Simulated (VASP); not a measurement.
# SiO2 (Fddd) in VASP: single point with LDA

Aim: the single point of SiO2 with LDA.

Everything below comes from runs of VASP 6.6.1. Logs are shortened: lines on timing, memory, paths and dates and some standing lists are left out, and cuts for length are marked.

## (1) The cell of the first run

The structure is orthorhombic, space group Fddd (No. 70). Conventional cell: a = 4.694 Å, b = 9.397 Å, c = 14.684 Å, α = 90.00°, β = 90.00°, γ = 90.00°. Si (site symmetry 2) has 4 O at 1.60 to 1.61 Å within 2.1 Å. O (site symmetry -1) has 2 Si at 1.60 Å within 2.1 Å. Within 2.1 Å of O (site symmetry 2) lie 2 Si at 1.61 Å.

## (2) Single point, LDA

File INCAR:

```
SYSTEM = SiO2
PREC     = Accurate       ! precision mode
ENCUT    = 520            ! plane-wave cutoff, eV
EDIFF    = 1E-6           ! SCF threshold, eV
ISMEAR   = 0              ! smearing method
SIGMA    = 0.02           ! smearing width, eV
LREAL    = .False.        ! projectors in reciprocal space
LASPH    = .True.         ! aspherical terms in the spheres
NELM     = 60             ! most SCF steps
ALGO     = Normal         ! electronic algorithm
ISIF     = 2              ! what is computed and relaxed
LWAVE    = .False.        ! write WAVECAR
LCHARG   = .False.        ! write CHGCAR
NBANDS   = 44             ! bands
```

File KPOINTS:

```
Automatic mesh
0
Gamma
  6 6 6
  0 0 0
```

File POSCAR:

```
SiO2
1.0
    0.0000000000      4.6987277972      7.3418642003
    2.3472040734      0.0000000000      7.3418642003
    2.3472040734      4.6987277972      0.0000000000
Si O
4 8
Direct
    0.5630813672      0.5630813672      0.9369186328
    0.3130813672      0.3130813672      0.6869186328
    0.6869186328      0.6869186328      0.3130813672
    0.9369186328      0.9369186328      0.5630813672
    0.6250000000      0.1250000000      0.6250000000
    0.6250000000      0.6250000000      0.1250000000
    0.6250000000      0.6250000000      0.6250000000
    0.1250000000      0.6250000000      0.6250000000
    0.1856430086      0.8143569914      0.1856430086
    0.8143569914      0.1856430086      0.8143569914
    0.4356430086      0.0643569914      0.4356430086
    0.0643569914      0.4356430086      0.0643569914
```

Potentials or basis: VASP PAW LDA potentials, release 64 (Si, O).

On the command line:

```bash
$ cat potpaw_LDA.64/Si/POTCAR potpaw_LDA.64/O/POTCAR > POTCAR
$ mpirun -np 1 vasp_std > vasp.out
```

OUTCAR:

```text
SYSTEM = SiO2
   PREC = Accurate
   ENCUT = 520
   EDIFF = 1E-6
   ISMEAR = 0
   LREAL = .False.
   LASPH = .True.
   NELM = 60
   ISIF = 2

 ion  position               nearest neighbor table
   1  0.563  0.563  0.937-   6 1.60   7 1.60   9 1.61  10 1.61   4 2.99   4 2.99
   2  0.313  0.313  0.687-   5 1.60   8 1.60  11 1.61  12 1.61   3 2.99   3 2.99
   3  0.687  0.687  0.313-   6 1.60   7 1.60  11 1.61  12 1.61   2 2.99   2 2.99
   4  0.937  0.937  0.563-   5 1.60   8 1.60   9 1.61  10 1.61   1 2.99   1 2.99
   5  0.625  0.125  0.625-   2 1.60   4 1.60
   6  0.625  0.625  0.125-   1 1.60   3 1.60
   7  0.625  0.625  0.625-   1 1.60   3 1.60
   8  0.125  0.625  0.625-   2 1.60   4 1.60
   9  0.186  0.814  0.186-   1 1.61   4 1.61
  10  0.814  0.186  0.814-   1 1.61   4 1.61
  11  0.436  0.064  0.436-   3 1.61   2 1.61
  12  0.064  0.436  0.064-   3 1.61   2 1.61

  LATTYP: Found a face centered orthorhombic cell.
 ALAT       =     4.6944081468
 B/A-ratio  =     2.0018403387
 C/A-ratio  =     3.1279189924

  Lattice vectors:

 A1 = (   0.0000000000,   4.6987277972,   7.3418642003)
 A2 = (   2.3472040734,   0.0000000000,   7.3418642003)
 A3 = (   2.3472040734,   4.6987277972,   0.0000000000)

Analysis of symmetry for initial positions (statically):
=====================================================================
 Subroutine PRICEL returns:
 Original cell was already a primitive cell.

 Routine SETGRP: Setting up the symmetry group for a
 face centered orthorhombic supercell.

 Subroutine GETGRP returns: Found  8 space group operations
 (whereof  4 operations were pure point group operations)
 out of a pool of  8 trial point group operations.

The static configuration has the point symmetry D_2 .
 The point group associated with its full space group is D_2h.

Analysis of symmetry for dynamics (positions and initial velocities):
=====================================================================
 Subroutine PRICEL returns:
 Original cell was already a primitive cell.

 Routine SETGRP: Setting up the symmetry group for a
 face centered orthorhombic supercell.

 Subroutine GETGRP returns: Found  8 space group operations
 (whereof  4 operations were pure point group operations)
 out of a pool of  8 trial point group operations.

The dynamic configuration has the point symmetry D_2 .
 The point group associated with its full space group is D_2h.

 Subroutine INISYM returns: Found  8 space group operations
 (whereof  4 operations are pure point group operations),
 and found     1 'primitive' translations

----------------------------------------------------------------------------------------

                                     Primitive cell

  volume of cell :     161.9450

  direct lattice vectors                    reciprocal lattice vectors
     0.000000000  4.698727797  7.341864200    -0.213019399  0.106411782  0.068102594
     2.347204073  0.000000000  7.341864200     0.213019399 -0.106411782  0.068102594
     2.347204073  4.698727797  0.000000000     0.213019399  0.106411782 -0.068102594

  length of vectors
     8.716708831  7.707939861  5.252371833     0.247666499  0.247666499  0.247666499

  position of ions in fractional coordinates (direct lattice)
     0.563081367  0.563081367  0.936918633
     0.313081367  0.313081367  0.686918633
     0.686918633  0.686918633  0.313081367
     0.936918633  0.936918633  0.563081367
     0.625000000  0.125000000  0.625000000
     0.625000000  0.625000000  0.125000000
     0.625000000  0.625000000  0.625000000
     0.125000000  0.625000000  0.625000000
     0.185643009  0.814356991  0.185643009
     0.814356991  0.185643009  0.814356991
     0.435643009  0.064356991  0.435643009
     0.064356991  0.435643009  0.064356991

  ion indices of the primitive-cell ions
   primitive index   ion index
                 1           1
                 2           2
                 3           3
                 4           4
                 5           5
                 6           6
                 7           7
                 8           8
                 9           9
                10          10
                11          11
                12          12

----------------------------------------------------------------------------------------

 KPOINTS: Automatic mesh

Automatic generation of k-mesh.
 Grid dimensions read from file:
 generate k-points for:    6    6    6

 Generating k-lattice:

  Cartesian coordinates                     Fractional coordinates (reciprocal lattice)
    -0.035503233  0.017735297  0.011350432     0.166666667  0.000000000  0.000000000
     0.035503233 -0.017735297  0.011350432     0.000000000  0.166666667  0.000000000
     0.035503233  0.017735297 -0.011350432     0.000000000  0.000000000  0.166666667

  Length of vectors
     0.041277750  0.041277750  0.041277750

  Shift w.r.t. Gamma in fractional coordinates (k-lattice)
     0.000000000  0.000000000  0.000000000

 Subroutine IBZKPT returns following result:
 ===========================================

 Found     46 irreducible k-points:

 Following reciprocal coordinates:
            Coordinates               Weight
  0.000000  0.000000  0.000000      1.000000
  0.166667  0.000000 -0.000000      8.000000
  0.333333 -0.000000 -0.000000      8.000000
  0.500000 -0.000000  0.000000      4.000000
  0.166667  0.166667  0.000000      2.000000
  0.333333  0.166667 -0.000000      8.000000
[... 16 lines left out ...]
 -0.166667  0.166667  0.166667      8.000000
  0.500000  0.333333  0.166667      4.000000
 [... further k-points ...]
   k-points           NKPTS =     46   k-points in BZ     NKDIM =     46   number of bands    NBANDS=     44
   number of dos      NEDOS =    301   number of ions     NIONS =     12
   total plane-waves  NPLWV = 168000
   dimension x,y,z NGX =    70 NGY =   60 NGZ =   40
   dimension x,y,z NGXF=   140 NGYF=  120 NGZF=   80
   ions per type =               4   8
   NGX,Y,Z   is equivalent  to a cutoff of  13.35, 12.94, 12.66 a.u.
   NGXF,Y,Z  is equivalent  to a cutoff of  26.70, 25.88, 25.32 a.u.
 SYSTEM =  SiO2
   PREC   = accura    normal or accurate (medium, high low for compatibility)
   ISTART =      0    job   : 0-new  1-cont  2-samecut
   ICHARG =      2    charge: 1-file 2-atom 10-const
   ISPIN  =      1    spin polarized calculation?
   LNONCOLLINEAR =      F non collinear calculations
   LSORBIT =      F    spin-orbit coupling
   LASPH  =      T    aspherical Exc in radial PAW
   ENCUT  =  520.0 eV  38.22 Ry    6.18 a.u.  16.21 14.33  9.77*2*pi/ulx,y,z
   NELM   =     60;   NELMIN=  2; NELMDL= -5     # of ELM steps
   EDIFF  = 0.1E-05   stopping-criterion for ELM
   LREAL  =      F    real-space projection
[... 7 lines left out ...]
   TEBEG  =    0.0;   TEEND  =   0.0 temperature during run
   PSTRESS=    0.0 pullay stress
   NELECT =      64.0000    total number of electrons
   NUPDOWN=      -1.0000    fix difference up-down
   EMIN   =  10.00;   EMAX   =-10.00  energy-range for DOS
   EFERMI =   0.00;   METHOD = LEGACY
   ISMEAR =     0;   SIGMA  =   0.02  broadening in eV -4-tet -1-fermi 0-gaus
   EFERMI_NEDOS =   21; number of points for ismear=-14 and -15
   IALGO  =     38    algorithm
   IMIX   =      4    mixing-type and parameters
     AMIX     =   0.40;   BMIX     =  1.00
     AMIX_MAG =   1.60;   BMIX_MAG =  1.00
  volume/ion in A,a.u.               =      13.50        91.07
  Fermi-wavevector in a.u.,A,eV,Ry     =   1.201376  2.270272 19.637351  1.443305
  Thomas-Fermi vector in A             =   2.337187
   LORBIT       =      0    0 simple, 1 ext, 2 COOP (PROOUT), +10 PAW based schemes
   GGA     = CA    functional components
   LHFCALC =     F    Hartree Fock is set to
   AEXX    =    0.0000 exact exchange contribution
   IVDW    =     0    specifies the selected vdW correction
   LEPSILON=     F    determine dielectric tensor
   LRPA    =     F    only Hartree local field effects (RPA)
 non-spin polarized calculation
 Gauss-broadening in eV      SIGMA  =   0.02
  energy-cutoff  :      520.00
  volume of cell :      161.94
 maximum number of plane-waves:      4388
 NGX is ok and might be reduce to    70
   NGX = 33   NGY = 29   NGZ = 19

 number of electron      64.0000004 magnetization

 Free energy of the ion-electron system (eV)
  ---------------------------------------------------
  ext. energy  EPLUGINS =         0.00000000
  ---------------------------------------------------
  free energy    TOTEN  =      -103.69181482 eV

  energy without entropy =     -103.69181482  energy(sigma->0) =     -103.69181482

 E-fermi :   0.4235     XC(G=0):  -9.3541

 val. band max:        0.2989419380   @ k =   0.0000   0.0000   0.0000
 cond. band min:       5.9001247029   @ k =   0.0000   0.0000   0.0000
 fundamental gap:      5.6011827649
 Fermi energy:         0.4234584389

 k-point     1 :       0.0000    0.0000    0.0000
  band No.  band energies     occupation
      1     -18.9287      2.00000
      2     -17.9649      2.00000
      3     -17.9504      2.00000
      4     -16.8058      2.00000
      5     -16.7589      2.00000
      6     -16.6715      2.00000
[... 36 lines left out ...]
     43      11.9377      0.00000
     44      12.5762      0.00000

 k-point     2 :       0.1667    0.0000   -0.0000
  band No.  band energies     occupation
      1     -18.8333      2.00000
      2     -18.0724      2.00000
      3     -17.8126      2.00000
      4     -16.9030      2.00000
      5     -16.7785      2.00000
      6     -16.7087      2.00000
[... 36 lines left out ...]
     43      11.6055      0.00000
     44      12.0573      0.00000

 k-point     3 :       0.3333   -0.0000   -0.0000
  band No.  band energies     occupation
      1     -18.5853      2.00000
      2     -18.1076      2.00000
      3     -17.7488      2.00000
      4     -17.2281      2.00000
      5     -16.7942      2.00000
      6     -16.7370      2.00000
[... 976 lines left out ...]
     43      11.1812      0.00000
     44      11.6605      0.00000

 k-point    24 :       0.5000    0.3333    0.1667
  band No.  band energies     occupation
      1     -18.7576      2.00000
      2     -18.4394      2.00000
      3     -17.4238      2.00000
      4     -17.0003      2.00000
      5     -16.7792      2.00000
      6     -16.7296      2.00000
[... 36 lines left out ...]
     43      12.0947      0.00000
     44      12.4160      0.00000

 [... further k-points ...]
[... 5 lines left out ...]
  --------------------------------------------------------------------------------------
  -------------------------------------------------------------------------------------
  Total        0.7140480      0.4581397      0.6462927      0.0000000      0.0000000      0.0000000
  in kB        7.0643226      4.5325338      6.3939960      0.0000000      0.0000000      0.0000000
  external PRESSURE =       5.9969508 kB  Pullay stress =       0.0000000 kB

 VOLUME and BASIS-vectors are now :
 -----------------------------------------------------------------------------
  energy-cutoff  :      520.00
  volume of cell :      161.94
      direct lattice vectors                 reciprocal lattice vectors
     0.000000000  4.698727797  7.341864200    -0.213019399  0.106411782  0.068102594
     2.347204073  0.000000000  7.341864200     0.213019399 -0.106411782  0.068102594
     2.347204073  4.698727797  0.000000000     0.213019399  0.106411782 -0.068102594

 POSITION                                       TOTAL-FORCE (eV/Angst)
 -----------------------------------------------------------------------------------
      3.52081      7.04809      8.26813         0.000000     -0.000000      0.036728
      2.34720      4.69873      4.59720         0.000000     -0.000000      0.036728
      2.34720      4.69873     10.08653         0.000000     -0.000000     -0.036728
      3.52081      7.04809     13.75746         0.000000     -0.000000     -0.036728
      1.76040      5.87341      5.50640         0.000000     -0.000000     -0.000000
      1.76040      3.52405      9.17733         0.000000     -0.000000     -0.000000
      2.93401      5.87341      9.17733        -0.000000     -0.000000     -0.000000
      2.93401      3.52405      5.50640        -0.000000     -0.000000     -0.000000
      2.34720      1.74457      7.34186        -0.000000     -0.035466     -0.000000
      2.34720      7.65288      7.34186        -0.000000      0.035466     -0.000000
      1.17360      4.09394      3.67093         0.000000     -0.035466     -0.000000
      1.17360      0.60479      3.67093         0.000000      0.035466     -0.000000
 -----------------------------------------------------------------------------------
    total drift:                               -0.000000      0.000000      0.000000

  FREE ENERGIE OF THE ION-ELECTRON SYSTEM (eV)
  ---------------------------------------------------
  free  energy   TOTEN  =      -103.6918148233 eV

  energy  without entropy=     -103.6918148233  energy(sigma->0) =     -103.69181482
```

Wall time 16 min (1 thread of Oxide Virtual Turin-like, shared host); peak memory 0.41 GiB.

Results:

```yaml
Free_energy: -103.6918 eV
Pressure: 0.6 GPa
Largest_force: 0.037 eV/Å
Band_gap_on_the_k_mesh: 5.60 eV, direct
```

Forces in eV/Å, atoms in the order of the input:
```
Si   0.000  0.000  0.037
Si   0.000  0.000  0.037
Si   0.000  0.000 -0.037
Si   0.000  0.000 -0.037
O    0.000  0.000  0.000
O    0.000  0.000  0.000
O    0.000  0.000  0.000
O    0.000  0.000  0.000
O    0.000 -0.035  0.000
O    0.000  0.035  0.000
O    0.000 -0.035  0.000
O    0.000  0.035  0.000
```

Levels at points of the mesh, in eV from the valence-band top:
| k point | band 30 | band 31 | band 32 | band 33 | band 34 | band 35 |
| --- | --- | --- | --- | --- | --- | --- |
| (0.00, 0.00, 0.00) | -0.43 | -0.02 | 0.00 | 5.60 | 8.11 | 8.12 |
| (0.50, 0.00, 0.00) | -0.57 | -0.31 | -0.25 | 8.04 | 8.60 | 8.90 |
| (0.50, 0.50, 0.00) | -0.63 | -0.15 | -0.15 | 6.75 | 6.75 | 8.58 |
| (0.50, 0.00, 0.50) | -0.90 | -0.27 | -0.27 | 7.78 | 7.78 | 9.30 |
| (0.00, 0.50, 0.50) | -0.91 | -0.12 | -0.12 | 8.11 | 8.11 | 8.85 |

A k mesh can miss the band edges. As with any semilocal functional, this LDA gap is likely too small.
